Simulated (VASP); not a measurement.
Wanted: the native input for a VASP 6.6.1 run.

```
Task                   : single point
Functional             : PBE
Potentials or basis    : VASP PAW PBE potentials, release 64 (Ta_pv, N)
Cutoff                 : 520 eV
k mesh                 : 11 × 11 × 11
Occupations            : methfessel-paxton, width 0.15 eV
Spin                   : no spin polarisation
Dipole correction      : no
Further INCAR settings : ALGO = Normal; EDIFF = 1e-06; NBANDS = 15
```

The structure of TaN lies in POSCAR:

```
TaN
1.0
    0.0000000000      2.2076743409      2.2076743409
    2.2076743409      0.0000000000      2.2076743409
    2.2076743409      2.2076743409      0.0000000000
Ta N
1 1
Direct
    0.5000000000      0.5000000000      0.5000000000
    0.0000000000      0.0000000000      0.0000000000
```

These files were run (other wordings do the same):

INCAR

```
SYSTEM = TaN
ALGO = Normal ; EDIFF = 1E-6
ENCUT = 520 ; GGA = PE
ISIF = 2 ; ISMEAR = 1
LASPH = .True. ; LCHARG = .False.
LREAL = .False. ; LWAVE = .False.
NBANDS = 15 ; NELM = 80
PREC = Accurate ; SIGMA = 0.15
```

KPOINTS

```
k-points
0
Gamma
  11 11 11
  0 0 0
```

Potentials or basis: VASP PAW PBE potentials, release 64 (Ta_pv, N).

Command:

```bash
$ cat potpaw_PBE.64/Ta_pv/POTCAR potpaw_PBE.64/N/POTCAR > POTCAR
$ mpirun -np 1 vasp_std > vasp.out
```

Results of the run:

The pressure is 1.2 GPa and the band gap on the k mesh is zero (band 8 reaches 11.06 eV, above the bottom of band 9 at 7.34 eV).

Caveat: spin-orbit coupling is left out, which moves the levels of the heavy elements.

Wall time 10 s on 1 thread of Intel(R) Xeon(R) Platinum 8488C (Sapphire Rapids), on a shared host, peak memory 0.15 GiB.
